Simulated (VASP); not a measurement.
# FeO (Wuestite) (Fm-3m) in VASP: notebook

FeO (Wuestite) is run at these levels: LDA; tasks: single point.

All numbers are computed with VASP 6.6.1; they aren't measurements. Logs are shortened: lines on timing, memory, paths and dates and some standing lists are left out, and cuts for length are marked.

## 1. The cell of the first run

Symmetry: Fm-3m, No. 225, cubic system. Conventional cell: a = 4.223 Å, b = 4.223 Å, c = 4.223 Å, α = 90.00°, β = 90.00°, γ = 90.00°. Within 2.8 Å of Fe (site symmetry m-3m) lie 6 O at 2.11 Å. Within 2.8 Å of O (site symmetry m-3m) lie 6 Fe at 2.11 Å.

## 2. Single point, LDA, collinear spin, ferromagnetic start

File INCAR:

```
ALGO = Normal
EDIFF = 1E-7
ENCUT = 520
GGA = CA
ISIF = 2
ISMEAR = -1
ISPIN = 2
LASPH = True
LCHARG = False
LMAXMIX = 4
LORBIT = 11
LREAL = False
LWAVE = False
MAGMOM = 3 0
NBANDS = 18
NELM = 150
PREC = Accurate
SIGMA = 0.05
```

File KPOINTS:

```
k-points
0
Gamma
  11 11 11
```

File POSCAR:

```
FeO
1.0
    0.0000000000      2.1113998987      2.1113998987
    2.1113998987      0.0000000000      2.1113998987
    2.1113998987      2.1113998987      0.0000000000
Fe O
1 1
Direct
    0.0000000000      0.0000000000      0.0000000000
    0.5000000000      0.5000000000      0.5000000000
```

Potentials or basis: VASP PAW LDA potentials, release 64 (Fe, O).

Command:

```console
$ cat potpaw_LDA.64/Fe/POTCAR potpaw_LDA.64/O/POTCAR > POTCAR
$ mpirun -np 1 vasp_std > vasp.out
```

OUTCAR:

```text
EDIFF = 1E-7
   ENCUT = 520
   GGA = CA
   ISIF = 2
   ISMEAR = -1
   ISPIN = 2
   LASPH = True
   LORBIT = 11
   LREAL = False
   NELM = 150
   PREC = Accurate

 ion  position               nearest neighbor table
   1  0.000  0.000  0.000-   2 2.11   2 2.11   2 2.11   2 2.11   2 2.11   2 2.11
   2  0.500  0.500  0.500-   1 2.11   1 2.11   1 2.11   1 2.11   1 2.11   1 2.11

  LATTYP: Found a face centered cubic cell.
 ALAT       =     4.2227997974

  Lattice vectors:

 A1 = (   0.0000000000,   2.1113998987,   2.1113998987)
 A2 = (   2.1113998987,   0.0000000000,   2.1113998987)
 A3 = (   2.1113998987,   2.1113998987,   0.0000000000)

Analysis of symmetry for initial positions (statically):
=====================================================================
 Subroutine PRICEL returns:
 Original cell was already a primitive cell.

 Routine SETGRP: Setting up the symmetry group for a
 face centered cubic supercell.

 Subroutine GETGRP returns: Found 48 space group operations
 (whereof 48 operations were pure point group operations)
 out of a pool of 48 trial point group operations.

The static configuration has the point symmetry O_h .

Analysis of symmetry for dynamics (positions and initial velocities):
=====================================================================
 Subroutine PRICEL returns:
 Original cell was already a primitive cell.

 Routine SETGRP: Setting up the symmetry group for a
 face centered cubic supercell.

 Subroutine GETGRP returns: Found 48 space group operations
 (whereof 48 operations were pure point group operations)
 out of a pool of 48 trial point group operations.

The dynamic configuration has the point symmetry O_h .

Analysis of structural, dynamic, and magnetic symmetry:
=====================================================================
 Subroutine PRICEL returns:
 Original cell was already a primitive cell.

 Routine SETGRP: Setting up the symmetry group for a
 face centered cubic supercell.

 Subroutine GETGRP returns: Found 48 space group operations
 (whereof 48 operations were pure point group operations)
 out of a pool of 48 trial point group operations.

The overall configuration has the point symmetry O_h .

 Subroutine INISYM returns: Found 48 space group operations
 (whereof 48 operations are pure point group operations),
 and found     1 'primitive' translations

----------------------------------------------------------------------------------------

                                     Primitive cell

  volume of cell :      18.8253

[... 104 lines left out ...]
   EFERMI_NEDOS =   21; number of points for ismear=-14 and -15
   IALGO  =     38    algorithm
   IMIX   =      4    mixing-type and parameters
     AMIX     =   0.40;   BMIX     =  1.00
     AMIX_MAG =   1.60;   BMIX_MAG =  1.00
  volume/ion in A,a.u.               =       9.41        63.52
  Fermi-wavevector in a.u.,A,eV,Ry     =   1.483214  2.802867 29.931761  2.199922
  Thomas-Fermi vector in A             =   2.596903
   LORBIT       =     11    0 simple, 1 ext, 2 COOP (PROOUT), +10 PAW based schemes
   GGA     = CA    functional components
   LHFCALC =     F    Hartree Fock is set to
   AEXX    =    0.0000 exact exchange contribution
   IVDW    =     0    specifies the selected vdW correction
   LEPSILON=     F    determine dielectric tensor
   LRPA    =     F    only Hartree local field effects (RPA)
 spin polarized calculation
  energy-cutoff  :      520.00
  volume of cell :       18.83
 maximum number of plane-waves:       532
 NGX is ok and might be reduce to    24
   NGX = 11   NGY = 11   NGZ = 11

 number of electron      14.0000002 magnetization       3.8609996

 Free energy of the ion-electron system (eV)
  ---------------------------------------------------
  ext. energy  EPLUGINS =         0.00000000
  ---------------------------------------------------
  free energy    TOTEN  =       -16.48573108 eV

  energy without entropy =      -16.47063654  energy(sigma->0) =      -16.47818381

 E-fermi :   6.5282     XC(G=0): -12.9669

 val. band max:        6.5222386162   @ k =   0.2727   0.1818   0.0909
 cond. band min:       6.5375046089   @ k =  -0.3636   0.1818   0.0000
 fundamental gap:      0.0152659927
 Fermi energy:         6.5281963450

 spin component 1

 k-point     1 :       0.0000    0.0000    0.0000
  band No.  band energies     occupation
      1     -14.4007      1.00000
      2       2.5331      1.00000
      3       2.5331      1.00000
      4       2.5331      1.00000
      5       2.8890      1.00000
      6       2.8890      1.00000
[... 493 lines left out ...]
     17      34.0456      0.00000
     18      35.7592      0.00000

 [... further k-points ...]

 spin component 2

 k-point     1 :       0.0000    0.0000    0.0000
  band No.  band energies     occupation
      1     -13.8494      1.00000
      2       3.1189      1.00000
      3       3.1189      1.00000
      4       3.1189      1.00000
      5       5.6593      1.00000
      6       5.6593      1.00000
[... 493 lines left out ...]
     17      34.8445      0.00000
     18      36.5960      0.00000

 [... further k-points ...]
[... 5 lines left out ...]
  --------------------------------------------------------------------------------------
  -------------------------------------------------------------------------------------
  Total       -0.6771317     -0.6771317     -0.6771317     -0.0000000      0.0000000      0.0000000
  in kB      -57.6291578    -57.6291578    -57.6291578     -0.0000000      0.0000000      0.0000000
  external PRESSURE =     -57.6291578 kB  Pullay stress =       0.0000000 kB

 VOLUME and BASIS-vectors are now :
 -----------------------------------------------------------------------------
  energy-cutoff  :      520.00
  volume of cell :       18.83
      direct lattice vectors                 reciprocal lattice vectors
     0.000000000  2.111399899  2.111399899    -0.236809711  0.236809711  0.236809711
     2.111399899  0.000000000  2.111399899     0.236809711 -0.236809711  0.236809711
     2.111399899  2.111399899  0.000000000     0.236809711  0.236809711 -0.236809711

 POSITION                                       TOTAL-FORCE (eV/Angst)
 -----------------------------------------------------------------------------------
      0.00000      0.00000      0.00000         0.000000      0.000000      0.000000
      2.11140      2.11140      2.11140         0.000000      0.000000      0.000000
 -----------------------------------------------------------------------------------
    total drift:                                0.000000     -0.000000     -0.000000

  FREE ENERGIE OF THE ION-ELECTRON SYSTEM (eV)
  ---------------------------------------------------
  free  energy   TOTEN  =       -16.4857310833 eV

  energy  without entropy=      -16.4706365359  energy(sigma->0) =      -16.47818381

 total charge

# of ion       s       p       d       tot
------------------------------------------
    1        0.310   0.407   6.167   6.884
    2        1.546   3.435   0.000   4.981
--------------------------------------------------
tot          1.856   3.842   6.167  11.865

 magnetization (x)

# of ion       s       p       d       tot
------------------------------------------
    1        0.025   0.023   3.420   3.468
    2        0.032   0.264   0.000   0.297
--------------------------------------------------
tot          0.057   0.287   3.420   3.765
```

OSZICAR:

```text
N       E                     dE             d eps       ncg     rms          rms(c)
DAV:   1     0.664011985516E+02    0.66401E+02   -0.67228E+03  4360   0.932E+02
DAV:   2    -0.143861867596E+02   -0.80787E+02   -0.69446E+02  4118   0.207E+02
DAV:   3    -0.187923038655E+02   -0.44061E+01   -0.42435E+01  4794   0.517E+01
DAV:   4    -0.188257412664E+02   -0.33437E-01   -0.33404E-01  4848   0.423E+00
DAV:   5    -0.188259720441E+02   -0.23078E-03   -0.23076E-03  4964   0.373E-01    0.169E+01
DAV:   6    -0.173229538035E+02    0.15030E+01   -0.13583E+01  5292   0.563E+01    0.186E+01
DAV:   7    -0.165299885908E+02    0.79297E+00   -0.35068E+00  5222   0.363E+01    0.955E+00
DAV:   8    -0.165140319559E+02    0.15957E-01   -0.17003E-01  5280   0.510E+00    0.588E+00
DAV:   9    -0.164700006781E+02    0.44031E-01   -0.14716E-01  6478   0.658E+00    0.260E+00
DAV:  10    -0.164886435370E+02   -0.18643E-01   -0.22295E-02  5810   0.315E+00    0.958E-01
DAV:  11    -0.164856039549E+02    0.30396E-02   -0.17422E-02  6014   0.209E+00    0.129E-01
DAV:  12    -0.164857380773E+02   -0.13412E-03   -0.16773E-03  4426   0.319E-01    0.539E-02
DAV:  13    -0.164857335975E+02    0.44798E-05   -0.14898E-05  5172   0.407E-02    0.317E-02
DAV:  14    -0.164857317020E+02    0.18955E-05   -0.22301E-05  5774   0.458E-02    0.125E-02
DAV:  15    -0.164857312000E+02    0.50202E-06   -0.17927E-06  5256   0.119E-02    0.573E-03
DAV:  16    -0.164857310940E+02    0.10595E-06   -0.28286E-07  4340   0.645E-03    0.130E-03
DAV:  17    -0.164857310833E+02    0.10702E-07   -0.30667E-08  2304   0.163E-03
   1 F= -.16485731E+02 E0= -.16478184E+02  d E =-.150945E-01  mag=     3.8611
```

Run time: 27 s. Hardware: 1 thread of Intel Xeon 6975P-C, shared host; peak memory 0.16 GiB.

Results:

```yaml
Free_energy: -16.4857 eV
Pressure: -5.8 GPa
Net_moment: 3.86 μB per cell
Site_moments: Fe +3.47; O +0.30 μB
Valence_electrons_inside_the_program's_atomic_spheres: Fe 6.88; O 4.98
```

Levels at points of the mesh, in eV from the Fermi level:
Spin up:
```tsv
k point	band 5	band 6	band 7	band 8	band 9	band 10	band 11	band 12	band 13	band 14
(0.00, 0.00, 0.00)	-3.64	-3.64	-3.64	-3.32	-3.32	0.61	15.62	17.54	17.54	17.54
```
Spin down:
```csv
k point,band 3,band 4,band 5,band 6,band 7,band 8
"(0.00, 0.00, 0.00)",-3.41,-3.41,-0.87,-0.87,-0.87,-0.09
```

Caveat: a cell with one magnetic atom can't hold antiferromagnetic order, which such compounds often take; semilocal functionals often make such compounds metallic where correlation or magnetic order opens a gap, which also shifts bond lengths. With open d or f shells a metallic result of LDA can be an artefact of self-interaction; +U or a hybrid may open a gap.

## 3. Single point, LDA, collinear spin, ferromagnetic start

This run uses another cell than the first one, of 10.21 Å³/atom, 1.085 times its volume.

File INCAR:

```
SYSTEM = FeO
  PREC = Accurate
  ENCUT = 520
  EDIFF = 1E-7
  ISMEAR = -1
  SIGMA = 0.05
  LREAL = .FALSE.
  LASPH = .TRUE.
  NELM = 150
  ALGO = Normal
  ISIF = 2
  LWAVE = .FALSE.
  LCHARG = .TRUE.
  ISPIN = 2
  MAGMOM = 3 0
  LORBIT = 11
  LMAXMIX = 4
  LELF = .TRUE.
  LVHAR = .TRUE.
  NBANDS = 18
```

File KPOINTS:

```
Automatic mesh
0
G
  11 11 11
  0 0 0
```

File POSCAR:

```
FeO
1.0
    0.0000000000      2.1696745882      2.1696745882
    2.1696745882      0.0000000000      2.1696745882
    2.1696745882      2.1696745882      0.0000000000
Fe O
1 1
Direct
    0.0000000000      0.0000000000      0.0000000000
    0.5000000000      0.5000000000      0.5000000000
```

Potentials or basis: VASP PAW LDA potentials, release 64 (Fe, O).

Command:

```console
$ cat potpaw_LDA.64/Fe/POTCAR potpaw_LDA.64/O/POTCAR > POTCAR
$ mpirun -np 1 vasp_std > vasp.out
```

Wall time 24 s (1 thread of Intel Xeon 6975P-C, shared host); peak memory 0.16 GiB.

Results (log left out):

```yaml
Free_energy: -16.3661 eV
Pressure: -18.3 GPa
Band_gap_on_the_k_mesh: zero (filled and empty bands overlap)
Net_moment: 4.00 μB per cell
Site_moments: Fe +3.58; O +0.31 μB
Valence_electrons_inside_the_program's_atomic_spheres: Fe 6.73; O 4.94
```

Levels at points of the mesh, in eV from the Fermi level:
Spin up:
```
           k point  band 6  band 7  band 8  band 9  band 10  band 11  band 12  band 13
(0.00, 0.00, 0.00)   -3.59   -3.59   -3.34   -3.34     0.13    15.34    16.84    16.84
```
Spin down:
| k point | band 3 | band 4 | band 5 | band 6 | band 7 | band 8 |
| --- | --- | --- | --- | --- | --- | --- |
| (0.00, 0.00, 0.00) | -3.06 | -3.06 | -0.71 | -0.71 | -0.71 | -0.01 |

Caveat: a cell with one magnetic atom can't hold antiferromagnetic order, which such compounds often take; semilocal functionals often make such compounds metallic where correlation or magnetic order opens a gap, which also shifts bond lengths. With open d or f shells a metallic result of LDA can be an artefact of self-interaction; +U or a hybrid may open a gap.
